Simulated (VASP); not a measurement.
Crystal: Co.

```xyz
2
Lattice="2.4874 0.0000 0.0000 -1.2437 2.1541 0.0000 0.0000 0.0000 4.0633" Properties=species:S:1:pos:R:3 pbc="T T T"
Co    0.0000    1.4361    3.0074
Co    1.2437    0.7180    1.0559
```

Base run:

* Program: VASP 6.6.1
* Functional: r2SCAN
* Potentials or basis: VASP PAW PBE potentials, release 64 (Co)
* Cutoff: 520 eV
* k mesh: 12 × 12 × 7
* Occupations: fermi-dirac, width 0.05 eV
* Spin: collinear spin, ferromagnetic start
* Starting moments: [2.0, 2.0] μB

Its results: pressure -3.4 GPa; net moment 3.58 μB per cell; site moments Co +1.85 μB; largest force 0.190 eV/Å.

Question: The run is repeated on the same cell with these changes: functional from r2SCAN to PBE. What comes out?

Answer: Pressure 0.0 GPa; net moment 3.26 μB per cell; site moments Co +1.65 μB; largest force 0.481 eV/Å.

Caveats: the PAW data sets were made with another functional, which shifts forces and pressure a little (some runs).
